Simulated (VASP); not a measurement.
A run of VASP 6.6.1 is set up as follows.

File INCAR:

```
PREC = Accurate
ENCUT = 600
EDIFF = 1E-6
ISMEAR = 0
SIGMA = 0.1
LREAL = F
LASPH = T
NELM = 60
ALGO = Fast
ISIF = 3
LWAVE = F
LCHARG = F
GGA = PS
IBRION = 2
NSW = 70
EDIFFG = -0.008
PSTRESS = 600.0
```

File KPOINTS:

```
Automatic mesh
0
Gamma
  24 24 6
```

The input POSCAR:

```
Cu
1.0
    2.3494525674      0.0000000000      0.0000000000
   -1.1747262837      2.0346856084      0.0000000000
    0.0000000000      0.0000000000      7.6806551262
Cu
4
Direct
    0.0000000000      0.0000000000      0.0000000000
    0.3333333333      0.6666666667      0.2500000000
    0.0000000000      0.0000000000      0.5000000000
    0.6666666667      0.3333333333      0.7500000000
```

Potentials or basis: VASP PAW PBE potentials, release 64 (Cu).

Launch:

```bash
$ cat potpaw_PBE.64/Cu/POTCAR > POTCAR
$ mpirun -np 1 vasp_std > vasp.out
```

**Question.** Predict the band gap on the k mesh.

**Answer.** Zero (band 22 reaches 14.88 eV, above the bottom of band 23 at 8.86 eV).

**Question.** What does it give for the relaxed cell?

**Answer.** a = 2.349 Å, b = 2.349 Å, c = 7.680 Å, α = 90.00°, β = 90.00°, γ = 120.00°.

**Question.** What does it give for the space group after relaxing (to 0.05 Å)?

**Answer.** P6_3/mmc (No. 194).

Final structure:
```yaml
crystal:
  lattice:
    - [2.34916, 0.00000, 0.00000]
    - [-1.17458, 2.03443, 0.00000]
    - [0.00000, 0.00000, 7.67972]
  atoms:
    - { symbol: Cu, position: [0.00000, 0.00000, 0.00000] }
    - { symbol: Cu, position: [0.33333, 0.66667, 0.25000] }
    - { symbol: Cu, position: [0.00000, 0.00000, 0.50000] }
    - { symbol: Cu, position: [0.66667, 0.33333, 0.75000] }
```

Caveat: the cell is relaxed towards a set pressure, so the enthalpy falls and the energy may rise.
